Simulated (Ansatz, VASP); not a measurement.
# Al in VASP and in Ansatz

```
Al
1.0
     2.82681    0.00000    0.00000
    -1.41341    2.44809    0.00000
     0.00000    0.00000    9.89611
Al
4
Direct
  0.00000 0.00000 0.00000
  0.33333 0.66667 0.25000
  0.00000 0.00000 0.50000
  0.66667 0.33333 0.75000
```

Alike in both runs: task single point; functional PBE; dispersion D3(BJ); k mesh 18 × 18 × 6; occupations gaussian, width 0.15 eV; no spin polarisation.

|  | VASP | Ansatz |
| --- | --- | --- |
| version | VASP 6.6.1 | Ansatz 0.2.0 |
| potentials or method | VASP PAW PBE potentials, release 64 (Al), cutoff 520 eV | scalar-relativistic, plane waves, PAW |
| valence electrons in the cell | 12 | 12 |

VASP gave:

| Item | Value |
| --- | --- |
| gap on the k mesh at the Fermi level (eV) | none |
| pressure (GPa) | -5.1 |
| traceless stress, the component that is largest in VASP (GPa) | -2.11 |

Problem. What did Ansatz give for the same quantities?

Solution. gap on the k mesh at the Fermi level (eV): none; pressure (GPa): -5.1; traceless stress, the component that is largest in VASP (GPa): -2.12.

A gap of «none» marks a metal or a gap that the smearing closes.
